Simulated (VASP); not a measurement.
# CuAs (P6_3/mmc) in VASP: further runs

The runs below take CuAs through single point, with LDA.

All numbers are computed with VASP 6.6.1; they aren't measurements. Logs are shortened: lines on timing, memory, paths and dates and some standing lists are left out, and cuts for length are marked.

### 1 The cell of the first run

Symmetry: P6_3/mmc, No. 194, hexagonal system. The conventional cell has a = 4.120 Å, b = 4.120 Å, c = 4.415 Å, α = 90.00°, β = 90.00°, γ = 120.00°. Within 2.9 Å of Cu (site symmetry -3m) lie 2 Cu at 2.21 Å and 6 As at 2.62 Å. Within 3.5 Å of As (site symmetry -6m2) lie 6 Cu at 2.62 Å and 6 As at 3.25 Å.

### 2 Single point, LDA (volume 16.228 Å^3 an atom, c/a of the conventional cell 1.0714)

INCAR reads:

```
SYSTEM = CuAs
ALGO = Normal
EDIFF = 1E-6
ENCUT = 520
GGA = CA
ISIF = 2
ISMEAR = 0
LASPH = .TRUE.
LCHARG = .TRUE.
LELF = .TRUE.
LREAL = .FALSE.
LVHAR = .TRUE.
LWAVE = .FALSE.
NBANDS = 24
NELM = 60
PREC = Accurate
SIGMA = 0.15
```

KPOINTS reads:

```
k-points
0
G
  15 15 10
  0 0 0
```

POSCAR reads:

```
CuAs
1.0
    4.1204777391      0.0000000000      0.0000000000
   -2.0602388696      3.5684383978      0.0000000000
    0.0000000000      0.0000000000      4.4146798497
Cu As
2 2
Direct
    0.0000000000      0.0000000000      0.5000000000
    0.0000000000      0.0000000000      0.0000000000
    0.6666666667      0.3333333333      0.7500000000
    0.3333333333      0.6666666667      0.2500000000
```

Potentials or basis: VASP PAW LDA potentials, release 64 (Cu, As).

Started as:

```bash
$ cat potpaw_LDA.64/Cu/POTCAR potpaw_LDA.64/As/POTCAR > POTCAR
$ mpirun -np 1 vasp_std > vasp.out
```

OUTCAR:

```text
SYSTEM = CuAs
   EDIFF = 1E-6
   ENCUT = 520
   GGA = CA
   ISIF = 2
   ISMEAR = 0
   LASPH = .TRUE.
   LREAL = .FALSE.
   NELM = 60
   PREC = Accurate

 ion  position               nearest neighbor table
   1  0.000  0.000  0.500-   2 2.21   2 2.21   4 2.62   3 2.62   3 2.62   4 2.62   3 2.62   4 2.62

   2  0.000  0.000  0.000-   1 2.21   1 2.21   4 2.62   3 2.62   3 2.62   4 2.62   3 2.62   4 2.62

   3  0.667  0.333  0.750-   1 2.62   2 2.62   1 2.62   2 2.62   1 2.62   2 2.62
   4  0.333  0.667  0.250-   1 2.62   2 2.62   1 2.62   2 2.62   1 2.62   2 2.62

  LATTYP: Found a hexagonal cell.
 ALAT       =     4.1204777391
 C/A-ratio  =     1.0714000000

  Lattice vectors:

 A1 = (   4.1204777391,   0.0000000000,   0.0000000000)
 A2 = (  -2.0602388696,   3.5684383978,   0.0000000000)
 A3 = (   0.0000000000,   0.0000000000,   4.4146798497)

Analysis of symmetry for initial positions (statically):
=====================================================================
 Subroutine PRICEL returns:
 Original cell was already a primitive cell.

 Routine SETGRP: Setting up the symmetry group for a
 hexagonal supercell.

 Subroutine GETGRP returns: Found 24 space group operations
 (whereof 12 operations were pure point group operations)
 out of a pool of 24 trial point group operations.

The static configuration has the point symmetry D_3d.
 The point group associated with its full space group is D_6h.

Analysis of symmetry for dynamics (positions and initial velocities):
=====================================================================
 Subroutine PRICEL returns:
 Original cell was already a primitive cell.

 Routine SETGRP: Setting up the symmetry group for a
 hexagonal supercell.

 Subroutine GETGRP returns: Found 24 space group operations
 (whereof 12 operations were pure point group operations)
 out of a pool of 24 trial point group operations.

The dynamic configuration has the point symmetry D_3d.
 The point group associated with its full space group is D_6h.

 Subroutine INISYM returns: Found 24 space group operations
 (whereof 12 operations are pure point group operations),
 and found     1 'primitive' translations

----------------------------------------------------------------------------------------

                                     Primitive cell

  volume of cell :      64.9120

[... 86 lines left out ...]
   ISPIN  =      1    spin polarized calculation?
   LNONCOLLINEAR =      F non collinear calculations
   LSORBIT =      F    spin-orbit coupling
   LASPH  =      T    aspherical Exc in radial PAW
   ENCUT  =  520.0 eV  38.22 Ry    6.18 a.u.   7.66  7.66  8.21*2*pi/ulx,y,z
   NELM   =     60;   NELMIN=  2; NELMDL= -5     # of ELM steps
   EDIFF  = 0.1E-05   stopping-criterion for ELM
   LREAL  =      F    real-space projection
   EDIFFG = 0.1E-04   stopping-criterion for IOM
   NSW    =      0    number of steps for IOM
   IBRION =     -1    ionic relax: 0-MD 1-quasi-New 2-CG
   NFREE  =      0    steps in history (QN), initial steepest desc. (CG)
   ISIF   =      2    stress and relaxation
   ISYM   =      2    0-nonsym 1-usesym 2-fastsym
   POTIM  = 0.5000    time-step for ionic-motion
   TEBEG  =    0.0;   TEEND  =   0.0 temperature during run
   PSTRESS=    0.0 pullay stress
   NELECT =      32.0000    total number of electrons
   NUPDOWN=      -1.0000    fix difference up-down
   EMIN   =  10.00;   EMAX   =-10.00  energy-range for DOS
   EFERMI =   0.00;   METHOD = LEGACY
   ISMEAR =     0;   SIGMA  =   0.15  broadening in eV -4-tet -1-fermi 0-gaus
   EFERMI_NEDOS =   21; number of points for ismear=-14 and -15
   IALGO  =     38    algorithm
   IMIX   =      4    mixing-type and parameters
     AMIX     =   0.40;   BMIX     =  1.00
     AMIX_MAG =   1.60;   BMIX_MAG =  1.00
  volume/ion in A,a.u.               =      16.23       109.51
  Fermi-wavevector in a.u.,A,eV,Ry     =   1.293252  2.443892 22.755754  1.672501
  Thomas-Fermi vector in A             =   2.424909
   LORBIT       =      0    0 simple, 1 ext, 2 COOP (PROOUT), +10 PAW based schemes
   GGA     = CA    functional components
   LHFCALC =     F    Hartree Fock is set to
   AEXX    =    0.0000 exact exchange contribution
   IVDW    =     0    specifies the selected vdW correction
   LEPSILON=     F    determine dielectric tensor
   LRPA    =     F    only Hartree local field effects (RPA)
 non-spin polarized calculation
 Gauss-broadening in eV      SIGMA  =   0.15
  energy-cutoff  :      520.00
  volume of cell :       64.91
 maximum number of plane-waves:      1775
 NGX is ok and might be reduce to    32
   NGX = 15   NGY = 15   NGZ = 17

 number of electron      31.9999991 magnetization

 Free energy of the ion-electron system (eV)
  ---------------------------------------------------
  ext. energy  EPLUGINS =         0.00000000
  ---------------------------------------------------
  free energy    TOTEN  =       -19.40975240 eV

  energy without entropy =      -19.38485420  energy(sigma->0) =      -19.39730330

 E-fermi :   6.2172     XC(G=0): -11.3748

 val. band max:        6.2169118176   @ k =   0.3333   0.1333   0.2000
 cond. band min:       6.2249431113   @ k =   0.4667  -0.0000   0.5000
 fundamental gap:      0.0080312937
 Fermi energy:         6.2172163664

 k-point     1 :       0.0000    0.0000    0.0000
  band No.  band energies     occupation
      1      -7.1752      2.00000
      2      -2.8402      2.00000
      3       1.0356      2.00000
      4       1.1314      2.00000
      5       1.2035      2.00000
      6       1.2035      2.00000
[... 637 lines left out ...]
     23      14.4373      0.00000
     24      15.4558      0.00000

 [... further k-points ...]
[... 5 lines left out ...]
  --------------------------------------------------------------------------------------
  -------------------------------------------------------------------------------------
  Total       -5.6332012     -5.6332012      5.3591374      0.0000000      0.0000000      0.0000000
  in kB     -139.0403517   -139.0403517    132.2758260      0.0000000      0.0000000      0.0000000
  external PRESSURE =     -48.6016258 kB  Pullay stress =       0.0000000 kB

 VOLUME and BASIS-vectors are now :
 -----------------------------------------------------------------------------
  energy-cutoff  :      520.00
  volume of cell :       64.91
      direct lattice vectors                 reciprocal lattice vectors
     4.120477739  0.000000000  0.000000000     0.242690305  0.140117313  0.000000000
    -2.060238870  3.568438398  0.000000000     0.000000000  0.280234626  0.000000000
     0.000000000  0.000000000  4.414679850     0.000000000  0.000000000  0.226516992

 POSITION                                       TOTAL-FORCE (eV/Angst)
 -----------------------------------------------------------------------------------
      0.00000      0.00000      2.20734         0.000000      0.000000      0.000000
      0.00000      0.00000      0.00000         0.000000      0.000000      0.000000
      2.06024      1.18948      3.31101         0.000000      0.000000      0.000000
     -0.00000      2.37896      1.10367        -0.000000      0.000000     -0.000000
 -----------------------------------------------------------------------------------
    total drift:                                0.000000     -0.000000      0.000000

  FREE ENERGIE OF THE ION-ELECTRON SYSTEM (eV)
  ---------------------------------------------------
  free  energy   TOTEN  =       -19.4097523962 eV

  energy  without entropy=      -19.3848542044  energy(sigma->0) =      -19.39730330
```

OSZICAR:

```text
N       E                     dE             d eps       ncg     rms          rms(c)
DAV:   1     0.214177003174E+03    0.21418E+03   -0.13859E+04  7832   0.172E+03
DAV:   2    -0.432948052709E+01   -0.21851E+03   -0.20588E+03  7824   0.320E+02
DAV:   3    -0.214350004336E+02   -0.17106E+02   -0.15931E+02 10400   0.110E+02
DAV:   4    -0.219747951955E+02   -0.53979E+00   -0.53848E+00  9032   0.180E+01
DAV:   5    -0.219874020942E+02   -0.12607E-01   -0.12602E-01 10472   0.256E+00    0.150E+01
DAV:   6    -0.235602668208E+02   -0.15729E+01   -0.39643E+01  9184   0.182E+02    0.120E+01
DAV:   7    -0.195002312643E+02    0.40600E+01   -0.11205E+01  9328   0.911E+01    0.234E+00
DAV:   8    -0.194612491961E+02    0.38982E-01   -0.15414E+00 12352   0.284E+01    0.210E+00
DAV:   9    -0.194116589497E+02    0.49590E-01   -0.32190E-01 11568   0.119E+01    0.328E-01
DAV:  10    -0.194123134071E+02   -0.65446E-03   -0.10317E-02 11752   0.105E+00    0.346E-01
DAV:  11    -0.194097021761E+02    0.26112E-02   -0.59260E-03 11712   0.250E+00    0.505E-02
DAV:  12    -0.194098790761E+02   -0.17690E-03   -0.16994E-03  8368   0.223E-01    0.708E-02
DAV:  13    -0.194097539640E+02    0.12511E-03   -0.14348E-04 12400   0.343E-01    0.172E-02
DAV:  14    -0.194097523964E+02    0.15676E-05   -0.52114E-05 12328   0.952E-02    0.307E-03
DAV:  15    -0.194097523962E+02    0.20145E-09   -0.22161E-06  6736   0.962E-03
   1 F= -.19409752E+02 E0= -.19397303E+02  d E =-.248982E-01
```

Run time: 2 min. Hardware: 1 thread of Intel Xeon Platinum 8488C (Sapphire Rapids), shared host; peak memory 0.33 GiB.

What came out:

| Property | Result |
| --- | --- |
| Free energy | -19.4098 eV |
| Pressure | -4.9 GPa |
| Band gap on the k mesh | zero (band 16 reaches 6.78 eV, above the bottom of band 17 at 5.52 eV) |

Stress tensor (GPa, compression positive):
```
-13.90   0.00   0.00
  0.00 -13.90   0.00
  0.00   0.00  13.23
```

Levels at points of the mesh, in eV from the Fermi level:
```csv
k point,band 14,band 15,band 16,band 17,band 18,band 19
"(0.00, 0.00, 0.00)",-0.81,-0.77,0.43,0.43,1.82,1.86
"(0.00, 0.00, 0.50)",-1.29,0.53,0.53,0.53,0.53,3.74
```

(Part 1 of 2 ends here.)
